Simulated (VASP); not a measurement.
# Hf (P6_3/mmc) in VASP: single point with r2SCAN

Aim: the single point of Hf with r2SCAN.

Everything below comes from runs of VASP 6.6.1. Logs are shortened: lines on timing, memory, paths and dates and some standing lists are left out, and cuts for length are marked.

**1. The cell of the first run**

It takes space group P6_3/mmc (No. 194, hexagonal). The conventional cell has a = 3.125 Å, b = 3.125 Å, c = 4.935 Å, α = 90.00°, β = 90.00°, γ = 120.00°. Hf (site symmetry -6m2) has 12 Hf at 3.06 to 3.12 Å within 4.0 Å.

**2. Single point, r2SCAN**

POSCAR reads:

```
Hf
1.0
    3.1247309394      0.0000000000      0.0000000000
   -1.5623654697      2.7060963735      0.0000000000
    0.0000000000      0.0000000000      4.9345563426
Hf
2
Direct
    0.3333333333      0.6666666667      0.2500000000
    0.6666666667      0.3333333333      0.7500000000
```

INCAR.step1 reads:

```
ALGO = Normal
EDIFF = 1E-4
ENCUT = 520
GGA = PE
ISMEAR = 0
LASPH = True
LCHARG = False
LREAL = False
LWAVE = True
NBANDS = 17
NELM = 60
PREC = Accurate
SIGMA = 0.1
```

INCAR.step2 reads:

```
ALGO = Normal
EDIFF = 1E-6
ENCUT = 520
ISIF = 2
ISMEAR = 0
ISTART = 1
LASPH = True
LCHARG = False
LMIXTAU = True
LREAL = False
LWAVE = False
METAGGA = R2SCAN
NBANDS = 17
NELM = 60
PREC = Accurate
SIGMA = 0.1
```

KPOINTS reads:

```
k-points
0
Gamma
  6 6 4
```

Potentials or basis: VASP PAW PBE potentials, release 64 (Hf_pv).

The run is started by

```sh
$ cat potpaw_PBE.64/Hf_pv/POTCAR > POTCAR
$ cp INCAR.step1 INCAR
$ mpirun -np 1 vasp_std > vasp.out
$ cp INCAR.step2 INCAR
$ mpirun -np 1 vasp_std > vasp.out
```

OUTCAR:

```text
EDIFF = 1E-6
   ENCUT = 520
   ISIF = 2
   ISMEAR = 0
   ISTART = 1
   LASPH = True
   LREAL = False
   METAGGA = R2SCAN
   NELM = 60
   PREC = Accurate

 ion  position               nearest neighbor table
   1  0.333  0.667  0.250-   2 3.06   2 3.06   2 3.06   2 3.06   2 3.06   2 3.06
   2  0.667  0.333  0.750-   1 3.06   1 3.06   1 3.06   1 3.06   1 3.06   1 3.06

  LATTYP: Found a hexagonal cell.
 ALAT       =     3.1247309394
 C/A-ratio  =     1.5791939973

  Lattice vectors:

 A1 = (   3.1247309394,   0.0000000000,   0.0000000000)
 A2 = (  -1.5623654697,   2.7060963735,   0.0000000000)
 A3 = (   0.0000000000,   0.0000000000,   4.9345563426)

Analysis of symmetry for initial positions (statically):
=====================================================================
 Subroutine PRICEL returns:
 Original cell was already a primitive cell.

 Routine SETGRP: Setting up the symmetry group for a
 hexagonal supercell.

 Subroutine GETGRP returns: Found 24 space group operations
 (whereof 12 operations were pure point group operations)
 out of a pool of 24 trial point group operations.

The static configuration has the point symmetry D_3d.
 The point group associated with its full space group is D_6h.

Analysis of symmetry for dynamics (positions and initial velocities):
=====================================================================
 Subroutine PRICEL returns:
 Original cell was already a primitive cell.

 Routine SETGRP: Setting up the symmetry group for a
 hexagonal supercell.

 Subroutine GETGRP returns: Found 24 space group operations
 (whereof 12 operations were pure point group operations)
 out of a pool of 24 trial point group operations.

The dynamic configuration has the point symmetry D_3d.
 The point group associated with its full space group is D_6h.

 Subroutine INISYM returns: Found 24 space group operations
 (whereof 12 operations are pure point group operations),
 and found     1 'primitive' translations

----------------------------------------------------------------------------------------

                                     Primitive cell

  volume of cell :      41.7257

  direct lattice vectors                    reciprocal lattice vectors
     3.124730939  0.000000000  0.000000000     0.320027554  0.184767995  0.000000000
    -1.562365470  2.706096373  0.000000000     0.000000000  0.369535989  0.000000000
     0.000000000  0.000000000  4.934556343     0.000000000  0.000000000  0.202652464

  length of vectors
     3.124730939  3.124730939  4.934556343     0.369535989  0.369535989  0.202652464

  position of ions in fractional coordinates (direct lattice)
     0.333333333  0.666666667  0.250000000
     0.666666667  0.333333333  0.750000000

  ion indices of the primitive-cell ions
   primitive index   ion index
                 1           1
                 2           2

----------------------------------------------------------------------------------------

 KPOINTS: k-points

Automatic generation of k-mesh.
 Grid dimensions read from file:
 generate k-points for:    6    6    4

 Generating k-lattice:

  Cartesian coordinates                     Fractional coordinates (reciprocal lattice)
     0.053337926  0.030794666  0.000000000     0.166666667  0.000000000  0.000000000
     0.000000000  0.061589332  0.000000000     0.000000000  0.166666667  0.000000000
     0.000000000  0.000000000  0.050663116     0.000000000  0.000000000  0.250000000

  Length of vectors
     0.061589332  0.061589332  0.050663116

  Shift w.r.t. Gamma in fractional coordinates (k-lattice)
     0.000000000  0.000000000  0.000000000

 Subroutine IBZKPT returns following result:
 ===========================================

 Found     21 irreducible k-points:

 Following reciprocal coordinates:
            Coordinates               Weight
  0.000000  0.000000  0.000000      1.000000
  0.166667  0.000000  0.000000      6.000000
  0.333333 -0.000000  0.000000      6.000000
  0.500000  0.000000  0.000000      3.000000
  0.166667  0.166667  0.000000      6.000000
  0.333333  0.166667  0.000000     12.000000
[... 13 lines left out ...]
  0.333333  0.166667  0.500000     12.000000
  0.333333  0.333333  0.500000      2.000000
   k-points           NKPTS =     21   k-points in BZ     NKDIM =     21   number of bands    NBANDS=     17
   number of dos      NEDOS =    301   number of ions     NIONS =      2
   total plane-waves  NPLWV =  23040
   dimension x,y,z NGX =    24 NGY =   24 NGZ =   40
   dimension x,y,z NGXF=    48 NGYF=   48 NGZF=   80
   ions per type =               2
   NGX,Y,Z   is equivalent  to a cutoff of  12.77, 12.77, 13.48 a.u.
   NGXF,Y,Z  is equivalent  to a cutoff of  25.54, 25.54, 26.95 a.u.
 SYSTEM =  unknown system
   PREC   = accura    normal or accurate (medium, high low for compatibility)
   ISTART =      1    job   : 0-new  1-cont  2-samecut
   ICHARG =      0    charge: 1-file 2-atom 10-const
   ISPIN  =      1    spin polarized calculation?
   LNONCOLLINEAR =      F non collinear calculations
   LSORBIT =      F    spin-orbit coupling
   LASPH  =      T    aspherical Exc in radial PAW
   ENCUT  =  520.0 eV  38.22 Ry    6.18 a.u.   5.81  5.81  9.18*2*pi/ulx,y,z
   NELM   =     60;   NELMIN=  2; NELMDL=  0     # of ELM steps
   EDIFF  = 0.1E-05   stopping-criterion for ELM
   LREAL  =      F    real-space projection
   EDIFFG = 0.1E-04   stopping-criterion for IOM
   NSW    =      0    number of steps for IOM
   IBRION =     -1    ionic relax: 0-MD 1-quasi-New 2-CG
   NFREE  =      0    steps in history (QN), initial steepest desc. (CG)
   ISIF   =      2    stress and relaxation
   ISYM   =      2    0-nonsym 1-usesym 2-fastsym
   POTIM  = 0.5000    time-step for ionic-motion
   TEBEG  =    0.0;   TEEND  =   0.0 temperature during run
   PSTRESS=    0.0 pullay stress
   NELECT =      20.0000    total number of electrons
   NUPDOWN=      -1.0000    fix difference up-down
   EMIN   =  10.00;   EMAX   =-10.00  energy-range for DOS
   EFERMI =   0.00;   METHOD = LEGACY
   ISMEAR =     0;   SIGMA  =   0.10  broadening in eV -4-tet -1-fermi 0-gaus
   EFERMI_NEDOS =   21; number of points for ismear=-14 and -15
   IALGO  =     38    algorithm
   IMIX   =      4    mixing-type and parameters
     AMIX     =   0.40;   BMIX     =  1.00
     AMIX_MAG =   1.60;   BMIX_MAG =  1.00
  volume/ion in A,a.u.               =      20.86       140.79
  Fermi-wavevector in a.u.,A,eV,Ry     =   1.281200  2.421116 22.333592  1.641473
  Thomas-Fermi vector in A             =   2.413583
   LORBIT       =      0    0 simple, 1 ext, 2 COOP (PROOUT), +10 PAW based schemes
   METAGGA = R2SCAN    functional components
   LHFCALC =     F    Hartree Fock is set to
   AEXX    =    0.0000 exact exchange contribution
   IVDW    =     0    specifies the selected vdW correction
   LEPSILON=     F    determine dielectric tensor
   LRPA    =     F    only Hartree local field effects (RPA)
 non-spin polarized calculation
 Gauss-broadening in eV      SIGMA  =   0.10
  energy-cutoff  :      520.00
  volume of cell :       41.73
 maximum number of plane-waves:      1140
 NGX is ok and might be reduce to    24
   NGX = 11   NGY = 11   NGZ = 19

 number of electron      19.9999998 magnetization

 Free energy of the ion-electron system (eV)
  ---------------------------------------------------
  ext. energy  EPLUGINS =         0.00000000
  ---------------------------------------------------
  free energy    TOTEN  =       -90.20953392 eV

  energy without entropy =      -90.19188637  energy(sigma->0) =      -90.20071015

 E-fermi :   5.3853     XC(G=0): -12.5098

 val. band max:        5.2902245758   @ k =   0.1667   0.0000   0.0000
 cond. band min:       5.3925447551   @ k =   0.3333   0.3333   0.2500
 fundamental gap:      0.1023201792
 Fermi energy:         5.3852924513

 k-point     1 :       0.0000    0.0000    0.0000
  band No.  band energies     occupation
      1     -26.8788      2.00000
      2     -25.9228      2.00000
      3     -25.9228      2.00000
      4     -25.7618      2.00000
      5     -25.7618      2.00000
      6     -25.7501      2.00000
[... 9 lines left out ...]
     16       8.3981      0.00000
     17      11.3664      0.00000

 k-point     2 :       0.1667    0.0000    0.0000
  band No.  band energies     occupation
      1     -26.7880      2.00000
      2     -26.1108      2.00000
      3     -25.9839      2.00000
      4     -25.9554      2.00000
      5     -25.7927      2.00000
      6     -25.7867      2.00000
[... 9 lines left out ...]
     16       8.4516      0.00000
     17      11.9500      0.00000

 k-point     3 :       0.3333   -0.0000    0.0000
  band No.  band energies     occupation
      1     -26.5655      2.00000
      2     -26.4856      2.00000
      3     -26.3099      2.00000
      4     -26.0965      2.00000
      5     -25.9177      2.00000
      6     -25.8435      2.00000
[... 9 lines left out ...]
     16      10.5980      0.00000
     17      12.5433      0.00000

 k-point     4 :       0.5000    0.0000    0.0000
  band No.  band energies     occupation
      1     -26.6703      2.00000
      2     -26.4746      2.00000
      3     -26.3987      2.00000
      4     -26.1499      2.00000
      5     -26.0353      2.00000
      6     -25.8737      2.00000
[... 9 lines left out ...]
     16      12.7019      0.00000
     17      13.1408      0.00000

 k-point     5 :       0.1667    0.1667    0.0000
  band No.  band energies     occupation
      1     -26.6294      2.00000
      2     -26.3055      2.00000
      3     -26.2920      2.00000
      4     -26.0376      2.00000
      5     -25.8840      2.00000
      6     -25.8782      2.00000
[... 9 lines left out ...]
     16      10.3705      0.00000
     17      12.1257      0.00000

 k-point     6 :       0.3333    0.1667    0.0000
  band No.  band energies     occupation
      1     -26.5737      2.00000
      2     -26.4150      2.00000
      3     -26.4023      2.00000
      4     -26.2123      2.00000
      5     -26.0315      2.00000
      6     -25.9824      2.00000
[... 9 lines left out ...]
     16      12.2027      0.00000
     17      12.9019      0.00000

 k-point     7 :       0.3333    0.3333    0.0000
  band No.  band energies     occupation
      1     -26.5288      2.00000
      2     -26.3612      2.00000
      3     -26.3612      2.00000
      4     -26.2044      2.00000
      5     -26.2044      2.00000
      6     -26.1628      2.00000
[... 9 lines left out ...]
     16      11.8915      0.00000
     17      11.9843      0.00000

 k-point     8 :       0.0000    0.0000    0.2500
  band No.  band energies     occupation
      1     -26.7251      2.00000
      2     -25.9283      2.00000
      3     -25.8994      2.00000
      4     -25.8994      2.00000
      5     -25.7856      2.00000
      6     -25.7856      2.00000
[... 9 lines left out ...]
     16       9.2910      0.00000
     17      11.5375      0.00000
[... 143 lines left out ...]
      1     -26.3898      2.00000
      2     -26.3898      2.00000
      3     -25.9487      2.00000
      4     -25.9487      2.00000
      5     -25.8860      2.00000
      6     -25.8860      2.00000
[... 9 lines left out ...]
     16      10.6614      0.00000
     17      10.8961      0.00000

 k-point    17 :       0.3333   -0.0000    0.5000
  band No.  band energies     occupation
      1     -26.6130      2.00000
      2     -26.6130      2.00000
      3     -26.0236      2.00000
      4     -26.0236      2.00000
      5     -25.9715      2.00000
      6     -25.9715      2.00000
[... 9 lines left out ...]
     16      11.1593      0.00000
     17      11.2794      0.00000

 k-point    18 :       0.5000    0.0000    0.5000
  band No.  band energies     occupation
      1     -26.7568      2.00000
      2     -26.7568      2.00000
      3     -26.0217      2.00000
      4     -26.0217      2.00000
      5     -26.0136      2.00000
      6     -26.0136      2.00000
[... 9 lines left out ...]
     16      12.1997      0.00000
     17      12.3170      0.00000

 k-point    19 :       0.1667    0.1667    0.5000
  band No.  band energies     occupation
      1     -26.5221      2.00000
      2     -26.5221      2.00000
      3     -26.0542      2.00000
      4     -26.0542      2.00000
      5     -25.9400      2.00000
      6     -25.9400      2.00000
[... 9 lines left out ...]
     16      10.6586      0.00000
     17      11.6366      0.00000

 k-point    20 :       0.3333    0.1667    0.5000
  band No.  band energies     occupation
      1     -26.6772      2.00000
      2     -26.6772      2.00000
      3     -26.1769      2.00000
      4     -26.1769      2.00000
      5     -25.9456      2.00000
      6     -25.9456      2.00000
[... 9 lines left out ...]
     16      11.6030      0.00000
     17      13.0735      0.00000

 k-point    21 :       0.3333    0.3333    0.5000
  band No.  band energies     occupation
      1     -26.6237      2.00000
      2     -26.6237      2.00000
      3     -26.3491      2.00000
      4     -26.3491      2.00000
      5     -25.9263      2.00000
      6     -25.9263      2.00000
[... 9 lines left out ...]
     16      11.0526      0.00000
     17      14.9754      0.00000

------------------------ aborting loop because EDIFF is reached ----------------------------------------

  FORCE on cell =-STRESS in cart. coord.  units (eV):
  Direction    XX          YY          ZZ          XY          YZ          ZX
  --------------------------------------------------------------------------------------
  -------------------------------------------------------------------------------------
  Total        2.0752125      2.0752125      2.2913959     -0.0000000      0.0000000      0.0000000
  in kB       79.6836377     79.6836377     87.9846105     -0.0000000      0.0000000      0.0000000
  external PRESSURE =      82.4506286 kB  Pullay stress =       0.0000000 kB

 VOLUME and BASIS-vectors are now :
 -----------------------------------------------------------------------------
  energy-cutoff  :      520.00
  volume of cell :       41.73
      direct lattice vectors                 reciprocal lattice vectors
     3.124730939  0.000000000  0.000000000     0.320027554  0.184767995  0.000000000
    -1.562365470  2.706096373  0.000000000     0.000000000  0.369535989  0.000000000
     0.000000000  0.000000000  4.934556343     0.000000000  0.000000000  0.202652464

 POSITION                                       TOTAL-FORCE (eV/Angst)
 -----------------------------------------------------------------------------------
     -0.00000      1.80406      1.23364        -0.000000      0.000000      0.000000
      1.56237      0.90203      3.70092         0.000000      0.000000      0.000000
 -----------------------------------------------------------------------------------
    total drift:                                0.000000     -0.000000      0.000000

  FREE ENERGIE OF THE ION-ELECTRON SYSTEM (eV)
  ---------------------------------------------------
  free  energy   TOTEN  =       -90.2095339249 eV

  energy  without entropy=      -90.1918863679  energy(sigma->0) =      -90.20071015
```

Wall time 30 s (1 thread of Intel Xeon 6975P-C (Granite Rapids), shared host); peak memory 0.17 GiB.

Results:

* Free energy: -90.2095 eV
* Pressure: 8.2 GPa
* Band gap on the k mesh: zero (bands 10 and 11 overlap by 1.60 eV)

Caveat: the k points lie up to 0.39 Å⁻¹ apart, too coarse for converged energies and pressures of a metal; the PAW data sets were made with another functional, which shifts forces and pressure a little; spin-orbit coupling is left out, which moves the levels of the heavy elements.

The gap in the log of VASP goes by the Fermi energy; the results here count the filled bands.